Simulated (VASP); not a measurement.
A run of VASP 6.6.1 is set up as follows.

Contents of INCAR:

```
PREC     = Accurate       # precision mode
ENCUT    = 520            # plane-wave cutoff, eV
EDIFF    = 1E-8           # SCF threshold, eV
ISMEAR   = -1             # smearing method
SIGMA    = 0.01           # smearing width, eV
LREAL    = False          # projectors in reciprocal space
LASPH    = True           # aspherical terms in the spheres
NELM     = 60             # most SCF steps
ALGO     = Normal         # electronic algorithm
ISIF     = 2              # what is computed and relaxed
LWAVE    = False          # write WAVECAR
LCHARG   = False          # write CHGCAR
GGA      = CA             # functional
LEFG     = True         
NBANDS   = 15             # bands
```

File KPOINTS:

```
Automatic mesh
0
Gamma
  6 6 6
```

POSCAR

```
KBr
1.0
    4.1228034278      0.0000000000      0.0000000000
    0.0000000000      4.1228034278      0.0000000000
    0.0000000000      0.0000000000      4.1228034278
K Br
1 1
Direct
    0.0000000000      0.0000000000      0.0000000000
    0.5000000000      0.5000000000      0.5000000000
```

Potentials or basis: VASP PAW LDA potentials, release 64 (K_sv, Br).

Run with:

```console
$ cat potpaw_LDA.64/K_sv/POTCAR potpaw_LDA.64/Br/POTCAR > POTCAR
$ mpirun -np 1 vasp_std > vasp.out
```

Q: Estimate the band gap on the k mesh.

A: 3.32 eV, indirect (least direct gap 3.57 eV).

Q: Estimate the pressure.

A: -3.1 GPa.

Caveat: without QUAD_EFG the Cq values of the log hold for a quadrupole moment of 1 mb, not for the nuclei. A k mesh can miss the band edges.
